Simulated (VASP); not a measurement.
# Na (Fm-3m) in VASP: notebook

The runs below take Na through single point, with revPBE.

Program: VASP 6.6.1. These are calculated values, not measurements. Logs are shortened: lines on timing, memory, paths and dates and some standing lists are left out, and cuts for length are marked.

## 1. The cell of the first run

It takes space group Fm-3m (No. 225, cubic). The conventional cell has a = 5.542 Å, b = 5.542 Å, c = 5.542 Å, α = 90.00°, β = 90.00°, γ = 90.00°. Within 5.1 Å of Na (site symmetry m-3m) lie 12 Na at 3.92 Å.

## 2. Single point, revPBE (volume scaled by 1.08)

File INCAR:

```
SYSTEM = Na
PREC     = Accurate       ! precision mode
ENCUT    = 520            ! plane-wave cutoff, eV
EDIFF    = 1E-7           ! SCF threshold, eV
ISMEAR   = -1             ! smearing method
SIGMA    = 0.1            ! smearing width, eV
LREAL    = .False.        ! projectors in reciprocal space
LASPH    = .True.         ! aspherical terms in the spheres
NELM     = 60             ! most SCF steps
ALGO     = Normal         ! electronic algorithm
ISIF     = 2              ! what is computed and relaxed
LWAVE    = .False.        ! write WAVECAR
LCHARG   = .False.        ! write CHGCAR
GGA      = RE             ! functional
NBANDS   = 10             ! bands
```

File KPOINTS:

```
regular mesh
0
Gamma
  17 17 17
  0 0 0
```

File POSCAR:

```
Na
1.0
    0.0000000000      2.7709964288      2.7709964288
    2.7709964288      0.0000000000      2.7709964288
    2.7709964288      2.7709964288      0.0000000000
Na
1
Direct
    0.0000000000      0.0000000000      0.0000000000
```

Potentials or basis: VASP PAW PBE potentials, release 64 (Na_pv).

Command:

```console
$ cat potpaw_PBE.64/Na_pv/POTCAR > POTCAR
$ mpirun -np 1 vasp_std > vasp.out
```

OUTCAR:

```text
SYSTEM = Na
   PREC = Accurate
   ENCUT = 520
   EDIFF = 1E-7
   ISMEAR = -1
   LREAL = .False.
   LASPH = .True.
   NELM = 60
   ISIF = 2
   GGA = RE

 ion  position               nearest neighbor table
   1  0.000  0.000  0.000-

  LATTYP: Found a face centered cubic cell.
 ALAT       =     5.5419928576

  Lattice vectors:

 A1 = (   0.0000000000,   2.7709964288,   2.7709964288)
 A2 = (   2.7709964288,   0.0000000000,   2.7709964288)
 A3 = (   2.7709964288,   2.7709964288,   0.0000000000)

Analysis of symmetry for initial positions (statically):
=====================================================================
 Subroutine PRICEL returns:
 Original cell was already a primitive cell.

 Routine SETGRP: Setting up the symmetry group for a
 face centered cubic supercell.

 Subroutine GETGRP returns: Found 48 space group operations
 (whereof 48 operations were pure point group operations)
 out of a pool of 48 trial point group operations.

The static configuration has the point symmetry O_h .

Analysis of symmetry for dynamics (positions and initial velocities):
=====================================================================
 Subroutine PRICEL returns:
 Original cell was already a primitive cell.

 Routine SETGRP: Setting up the symmetry group for a
 face centered cubic supercell.

 Subroutine GETGRP returns: Found 48 space group operations
 (whereof 48 operations were pure point group operations)
 out of a pool of 48 trial point group operations.

The dynamic configuration has the point symmetry O_h .

 Subroutine INISYM returns: Found 48 space group operations
 (whereof 48 operations are pure point group operations),
 and found     1 'primitive' translations

----------------------------------------------------------------------------------------

                                     Primitive cell

  volume of cell :      42.5538

  direct lattice vectors                    reciprocal lattice vectors
     0.000000000  2.770996429  2.770996429    -0.180440507  0.180440507  0.180440507
     2.770996429  0.000000000  2.770996429     0.180440507 -0.180440507  0.180440507
     2.770996429  2.770996429  0.000000000     0.180440507  0.180440507 -0.180440507

  length of vectors
     3.918780731  3.918780731  3.918780731     0.312532126  0.312532126  0.312532126

  position of ions in fractional coordinates (direct lattice)
     0.000000000  0.000000000  0.000000000

  ion indices of the primitive-cell ions
   primitive index   ion index
                 1           1

----------------------------------------------------------------------------------------

 KPOINTS: regular mesh

Automatic generation of k-mesh.
 Grid dimensions read from file:
 generate k-points for:   17   17   17

 Generating k-lattice:

  Cartesian coordinates                     Fractional coordinates (reciprocal lattice)
    -0.010614147  0.010614147  0.010614147     0.058823529  0.000000000  0.000000000
     0.010614147 -0.010614147  0.010614147     0.000000000  0.058823529  0.000000000
     0.010614147  0.010614147 -0.010614147     0.000000000  0.000000000  0.058823529

  Length of vectors
     0.018384243  0.018384243  0.018384243

  Shift w.r.t. Gamma in fractional coordinates (k-lattice)
     0.000000000  0.000000000  0.000000000

 Subroutine IBZKPT returns following result:
 ===========================================

 Found    165 irreducible k-points:

 Following reciprocal coordinates:
            Coordinates               Weight
  0.000000  0.000000  0.000000      1.000000
  0.058824  0.000000  0.000000      8.000000
  0.117647  0.000000  0.000000      8.000000
  0.176471  0.000000  0.000000      8.000000
  0.235294  0.000000  0.000000      8.000000
  0.294118  0.000000  0.000000      8.000000
[... 16 lines left out ...]
 -0.176471  0.058824  0.000000     24.000000
 -0.117647  0.058824  0.000000     24.000000
 [... further k-points ...]
   k-points           NKPTS =    165   k-points in BZ     NKDIM =    165   number of bands    NBANDS=     10
   number of dos      NEDOS =    301   number of ions     NIONS =      1
   total plane-waves  NPLWV =  27000
   dimension x,y,z NGX =    30 NGY =   30 NGZ =   30
   dimension x,y,z NGXF=    60 NGYF=   60 NGZF=   60
   ions per type =               1
   NGX,Y,Z   is equivalent  to a cutoff of  12.73, 12.73, 12.73 a.u.
   NGXF,Y,Z  is equivalent  to a cutoff of  25.45, 25.45, 25.45 a.u.
 SYSTEM =  Na
   PREC   = accura    normal or accurate (medium, high low for compatibility)
   ISTART =      0    job   : 0-new  1-cont  2-samecut
   ICHARG =      2    charge: 1-file 2-atom 10-const
   ISPIN  =      1    spin polarized calculation?
   LNONCOLLINEAR =      F non collinear calculations
   LSORBIT =      F    spin-orbit coupling
   LASPH  =      T    aspherical Exc in radial PAW
   ENCUT  =  520.0 eV  38.22 Ry    6.18 a.u.   7.29  7.29  7.29*2*pi/ulx,y,z
   NELM   =     60;   NELMIN=  2; NELMDL= -5     # of ELM steps
   EDIFF  = 0.1E-06   stopping-criterion for ELM
   LREAL  =      F    real-space projection
   EDIFFG = 0.1E-05   stopping-criterion for IOM
   NSW    =      0    number of steps for IOM
   IBRION =     -1    ionic relax: 0-MD 1-quasi-New 2-CG
   NFREE  =      0    steps in history (QN), initial steepest desc. (CG)
   ISIF   =      2    stress and relaxation
   ISYM   =      2    0-nonsym 1-usesym 2-fastsym
   POTIM  = 0.5000    time-step for ionic-motion
   TEBEG  =    0.0;   TEEND  =   0.0 temperature during run
   PSTRESS=    0.0 pullay stress
   NELECT =       7.0000    total number of electrons
   NUPDOWN=      -1.0000    fix difference up-down
   EMIN   =  10.00;   EMAX   =-10.00  energy-range for DOS
   EFERMI =   0.00;   METHOD = LEGACY
   ISMEAR =    -1;   SIGMA  =   0.10  broadening in eV -4-tet -1-fermi 0-gaus
   EFERMI_NEDOS =   21; number of points for ismear=-14 and -15
   IALGO  =     38    algorithm
   IMIX   =      4    mixing-type and parameters
     AMIX     =   0.40;   BMIX     =  1.00
     AMIX_MAG =   1.60;   BMIX_MAG =  1.00
  volume/ion in A,a.u.               =      42.55       287.17
  Fermi-wavevector in a.u.,A,eV,Ry     =   0.897005  1.695094 10.947493  0.804618
  Thomas-Fermi vector in A             =   2.019535
   LORBIT       =      0    0 simple, 1 ext, 2 COOP (PROOUT), +10 PAW based schemes
   GGA     = RE    functional components
   LHFCALC =     F    Hartree Fock is set to
   AEXX    =    0.0000 exact exchange contribution
   IVDW    =     0    specifies the selected vdW correction
   LEPSILON=     F    determine dielectric tensor
   LRPA    =     F    only Hartree local field effects (RPA)
 non-spin polarized calculation
  energy-cutoff  :      520.00
  volume of cell :       42.55
 maximum number of plane-waves:      1169
 NGX is ok and might be reduce to    30
   NGX = 15   NGY = 15   NGZ = 15

 number of electron       7.0000010 magnetization

 Free energy of the ion-electron system (eV)
  ---------------------------------------------------
  ext. energy  EPLUGINS =         0.00000000
  ---------------------------------------------------
  free energy    TOTEN  =        -1.20699844 eV

  energy without entropy =       -1.18953754  energy(sigma->0) =       -1.19826799

 E-fermi :   0.0586     XC(G=0):  -6.0391

 val. band max:        0.0580900506   @ k =   0.4706   0.2353   0.0000
 cond. band min:       0.1023765332   @ k =   0.4706   0.0588   0.0000
 fundamental gap:      0.0442864825
 Fermi energy:         0.0586301732

 k-point     1 :       0.0000    0.0000    0.0000
  band No.  band energies     occupation
      1     -24.9649      2.00000
      2     -24.9649      2.00000
      3     -24.9649      2.00000
      4      -2.9334      2.00000
      5      10.3621      0.00000
      6      10.3621      0.00000
      7      10.3621      0.00000
      8      11.2761      0.00000
      9      11.6059      0.00000
     10      11.6059      0.00000

 k-point     2 :       0.0588    0.0000    0.0000
  band No.  band energies     occupation
      1     -24.9656      2.00000
      2     -24.9650      2.00000
      3     -24.9650      2.00000
      4      -2.8812      2.00000
      5       9.3796      0.00000
      6      10.2206      0.00000
      7      10.2206      0.00000
      8      11.3325      0.00000
      9      11.8354      0.00000
     10      11.8354      0.00000

 k-point     3 :       0.1176    0.0000    0.0000
  band No.  band energies     occupation
      1     -24.9676      2.00000
      2     -24.9653      2.00000
      3     -24.9653      2.00000
      4      -2.7245      2.00000
      5       8.0326      0.00000
      6       9.9571      0.00000
      7       9.9571      0.00000
      8      11.0853      0.00000
      9      12.3566      0.00000
     10      12.3566      0.00000

 k-point     4 :       0.1765    0.0000    0.0000
  band No.  band energies     occupation
      1     -24.9707      2.00000
      2     -24.9658      2.00000
      3     -24.9658      2.00000
      4      -2.4645      2.00000
      5       6.7077      0.00000
      6       9.7145      0.00000
      7       9.7145      0.00000
      8      10.8192      0.00000
      9      12.5985      0.00000
     10      12.5986      0.00000

 k-point     5 :       0.2353    0.0000    0.0000
  band No.  band energies     occupation
      1     -24.9743      2.00000
      2     -24.9663      2.00000
      3     -24.9663      2.00000
      4      -2.1022      2.00000
      5       5.4446      0.00000
      6       9.5336      0.00000
      7       9.5337      0.00000
      8      10.6027      0.00000
      9      11.9531      0.00000
     10      11.9531      0.00000

 k-point     6 :       0.2941    0.0000    0.0000
  band No.  band energies     occupation
      1     -24.9781      2.00000
      2     -24.9668      2.00000
      3     -24.9668      2.00000
      4      -1.6397      2.00000
      5       4.2566      0.00000
      6       9.4252      0.00000
      7       9.4252      0.00000
      8      10.4575      0.00000
      9      11.3655      0.00000
     10      11.3655      0.00000
[... 183 lines left out ...]
 k-point    21 :      -0.2941    0.0588    0.0000
  band No.  band energies     occupation
      1     -24.9792      2.00000
      2     -24.9677      2.00000
      3     -24.9668      2.00000
      4      -1.4183      2.00000
      5       3.9187      0.00000
      6       8.2953      0.00000
      7       9.9804      0.00000
      8      10.6790      0.00000
      9      10.8180      0.00000
     10      11.4030      0.00000

 k-point    22 :      -0.2353    0.0588    0.0000
  band No.  band energies     occupation
      1     -24.9756      2.00000
      2     -24.9672      2.00000
      3     -24.9663      2.00000
      4      -1.9134      2.00000
      5       5.0765      0.00000
      6       8.3848      0.00000
      7      10.1516      0.00000
      8      11.0150      0.00000
      9      11.1342      0.00000
     10      11.8603      0.00000

 k-point    23 :      -0.1765    0.0588    0.0000
  band No.  band energies     occupation
      1     -24.9720      2.00000
      2     -24.9666      2.00000
      3     -24.9657      2.00000
      4      -2.3090      2.00000
      5       6.3072      0.00000
      6       8.5645      0.00000
      7      10.3159      0.00000
      8      11.2222      0.00000
      9      11.7267      0.00000
     10      12.4011      0.00000

 k-point    24 :      -0.1176    0.0588    0.0000
  band No.  band energies     occupation
      1     -24.9689      2.00000
      2     -24.9660      2.00000
      3     -24.9653      2.00000
      4      -2.6030      2.00000
      5       7.5865      0.00000
      6       8.8450      0.00000
      7      10.4770      0.00000
      8      11.4576      0.00000
      9      11.9666      0.00000
     10      12.4747      0.00000

 [... further k-points ...]
[... 5 lines left out ...]
  --------------------------------------------------------------------------------------
  -------------------------------------------------------------------------------------
  Total       -0.1210356     -0.1210356     -0.1210356      0.0000000     -0.0000000     -0.0000000
  in kB       -4.5570727     -4.5570727     -4.5570727      0.0000000     -0.0000000     -0.0000000
  external PRESSURE =      -4.5570727 kB  Pullay stress =       0.0000000 kB

 VOLUME and BASIS-vectors are now :
 -----------------------------------------------------------------------------
  energy-cutoff  :      520.00
  volume of cell :       42.55
      direct lattice vectors                 reciprocal lattice vectors
     0.000000000  2.770996429  2.770996429    -0.180440507  0.180440507  0.180440507
     2.770996429  0.000000000  2.770996429     0.180440507 -0.180440507  0.180440507
     2.770996429  2.770996429  0.000000000     0.180440507  0.180440507 -0.180440507

 POSITION                                       TOTAL-FORCE (eV/Angst)
 -----------------------------------------------------------------------------------
      0.00000      0.00000      0.00000        -0.000000     -0.000000     -0.000000
 -----------------------------------------------------------------------------------
    total drift:                               -0.000000     -0.000000      0.000000

  FREE ENERGIE OF THE ION-ELECTRON SYSTEM (eV)
  ---------------------------------------------------
  free  energy   TOTEN  =        -1.2069984369 eV

  energy  without entropy=       -1.1895375369  energy(sigma->0) =       -1.19826799
```

Run time: 21 s. Hardware: 1 thread of Intel Xeon 6975P-C (Granite Rapids), shared host; peak memory 0.19 GiB.

What came out:

| Quantity | Value |
| --- | --- |
| Free energy | -1.2070 eV |
| Pressure | -0.5 GPa |

Caveat: the PAW data sets were made with another functional, which shifts forces and pressure a little.

(Part 1 of 2 ends here.)
